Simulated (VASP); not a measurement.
Ru: single point with LDA

Crystal: Ru.

```
Ru
1.0
     0.00000    1.91500    1.91500
     1.91500    0.00000    1.91500
     1.91500    1.91500    0.00000
Ru
1
Direct
  0.00000 0.00000 0.00000
```

```
Program                : VASP 6.6.1
Task                   : single point
Functional             : LDA
Potentials or basis    : VASP PAW LDA potentials, release 64 (Ru_pv)
Cutoff                 : 500 eV
k mesh                 : 8 × 8 × 8
Occupations            : gaussian, width 0.1 eV
Spin                   : no spin polarisation
Dipole correction      : no
Further INCAR settings : ALGO = Normal; EDIFF = 1e-06; NBANDS = 13
```

```yaml
Pressure: -20.5 GPa
Band_gap_on_the_k_mesh: zero (band 7 reaches 14.16 eV, above the bottom of band 8 at 11.18 eV)
```

Levels at points of the mesh, in eV from the Fermi level:
```csv
k point,band 3,band 4,band 5,band 6,band 7,band 8,band 9,band 10,band 11,band 12
"(0.00, 0.00, 0.00)",-42.10,-7.65,-2.36,-2.36,-2.36,-0.01,-0.01,10.26,15.16,20.65
"(0.50, 0.00, 0.00)",-42.23,-5.75,-2.47,-2.47,1.10,1.78,1.78,9.74,10.27,14.75
"(0.50, 0.50, 0.00)",-42.45,-6.00,-5.55,1.74,2.27,2.27,3.64,10.26,13.26,13.26
```

Run time: 5.1 s on 1 thread of AMD EPYC 7R13 Processor (Zen 3), on a shared host, peak memory 0.09 GiB.
